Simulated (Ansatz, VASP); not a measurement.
**One calculation of BaS, two programs**

INCAR

```
SYSTEM = BaS
PREC = Accurate
ENCUT = 520
EDIFF = 1E-6
ISMEAR = -1
SIGMA = 0.05
LREAL = .FALSE.
LASPH = .TRUE.
NELM = 80
ALGO = Normal
ISIF = 2
LWAVE = .FALSE.
LCHARG = .FALSE.
GGA = B5
ALDAX = 1.0
AGGAX = 1.0
AGGAC = 1.0
ALDAC = 0.0
NBANDS = 15
```

File KPOINTS:

```
regular mesh
0
G
  7 7 7
  0 0 0
```

File POSCAR:

```
BaS
1.0
    0.0000000000      3.1937500000      3.1937500000
    3.1937500000      0.0000000000      3.1937500000
    3.1937500000      3.1937500000      0.0000000000
Ba S
1 1
Direct
    0.0000000000      0.0000000000      0.0000000000
    0.5000000000      0.5000000000      0.5000000000
```

input.yaml

```yaml
crystal:
  lattice:
    - [0.0, 3.19375, 3.19375]
    - [3.19375, 0.0, 3.19375]
    - [3.19375, 3.19375, 0.0]
  atoms:
    - { symbol: Ba, position: [0.0, 0.0, 0.0] }
    - { symbol: S, position: [0.5, 0.5, 0.5] }
kpoints:
  mp_grid: { grid: [7, 7, 7] }
  band_path:
    path:
      - [0.0, 0.0, 0.0]
      - [0.5, 0.0, 0.5]
      - [0.5, 0.25, 0.75]
      - [0.375, 0.375, 0.75]
      - [0.0, 0.0, 0.0]
      - [0.5, 0.5, 0.5]
      - [0.625, 0.25, 0.625]
      - [0.5, 0.25, 0.75]
    npoints: 8
scf:
  occupations: { method: fermi_dirac, width: 0.05 }
hamiltonian:
  xc: blyp
  pseudopotentials: { kind: all_electron, lapw: { basis_error: 0.001 } }
output:
  forces: true
  stress: true
  eigenvalues: true
```

Alike in both runs: functional BLYP; k mesh 7 × 7 × 7; occupations fermi-dirac, width 0.05 eV; no spin polarisation.

|  | VASP | Ansatz |
| --- | --- | --- |
| version | VASP 6.6.1 | Ansatz 0.2.0 |
| potentials or method | VASP PAW PBE potentials, release 64 (Ba_sv, S), cutoff 520 eV | all-electron LAPW, scalar-relativistic |
| task | single point | band structure |

|  | VASP | Ansatz | Ansatz less VASP |
| --- | --- | --- | --- |
| gap on the k mesh at the Fermi level (eV) | 2.25 | 2.35 | +0.102 |
| least direct gap on the mesh (eV) | 2.39 | 2.46 | +0.072 |
| pressure (GPa) | 3.7 | 3.0 | -0.63 |

VASP's potentials were made for PBE, not for BLYP. Ansatz ran all-electron here, and VASP with PAW potentials.

Neither program's run includes spin-orbit coupling.
